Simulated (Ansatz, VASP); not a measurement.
## Ti in VASP and in Ansatz

Contents of INCAR:

```
PREC = Accurate ; ENCUT = 520
EDIFF = 1E-6 ; ISMEAR = -1
SIGMA = 0.05 ; LREAL = F
LASPH = T ; NELM = 60
ALGO = Normal ; ISIF = 2
LWAVE = F ; LCHARG = T
GGA = PE ; LELF = T
LVHAR = T ; NBANDS = 12
```

The input KPOINTS:

```
regular mesh
0
Gamma
  15 15 15
```

The input POSCAR:

```
Ti
1.0
    0.0000000000      2.0503000000      2.0300000000
    2.0503000000      0.0000000000      2.0300000000
    2.0503000000      2.0503000000      0.0000000000
Ti
1
Direct
    0.0000000000      0.0000000000      0.0000000000
```

Input for Ansatz:

```yaml
crystal:
  lattice:
    - [0.0, 2.0503, 2.03]
    - [2.0503, 0.0, 2.03]
    - [2.0503, 2.0503, 0.0]
  atoms:
    - { symbol: Ti, position: [0.0, 0.0, 0.0] }
kpoints:
  mp_grid: { grid: [15, 15, 15] }
  band_path:
    path:
      - [0.0, 0.0, 0.0]
      - [0.0, 0.5, 0.5]
      - [0.25, 0.75, 0.5]
      - [0.0, 0.5, 0.0]
      - [0.0, 0.0, 0.0]
      - [0.5, 0.5, 0.0]
      - [0.3775125, 0.6224875, 0.0]
      - [-0.3775125, 0.3775125, 0.0]
      - [0.0, 0.0, 0.0]
    npoints: 5
scf:
  occupations: { method: fermi_dirac, width: 0.05 }
hamiltonian:
  xc: pbe
  pseudopotentials: { kind: all_electron, lapw: { basis_error: 0.00025 } }
output:
  forces: true
  stress: true
  eigenvalues: true
```

Change from the starting cell: equal xx and yy strain of +1 %.

Alike in both runs: task single point; functional PBE; k mesh 15 × 15 × 15; occupations fermi-dirac, width 0.05 eV; no spin polarisation.

|  | VASP | Ansatz |
| --- | --- | --- |
| version | VASP 6.6.1 | Ansatz 0.2.0 |
| potentials or method | VASP PAW PBE potentials, release 64 (Ti_sv), cutoff 520 eV | all-electron LAPW, scalar-relativistic |

|  | VASP | Ansatz | Ansatz less VASP |
| --- | --- | --- | --- |
| pressure (GPa) | 1.8 | 2.1 | +0.29 |
| traceless stress, the component that is largest in VASP (GPa) | 0.28 | 0.28 | -0.001 |

Ansatz ran all-electron here, and VASP with PAW potentials.
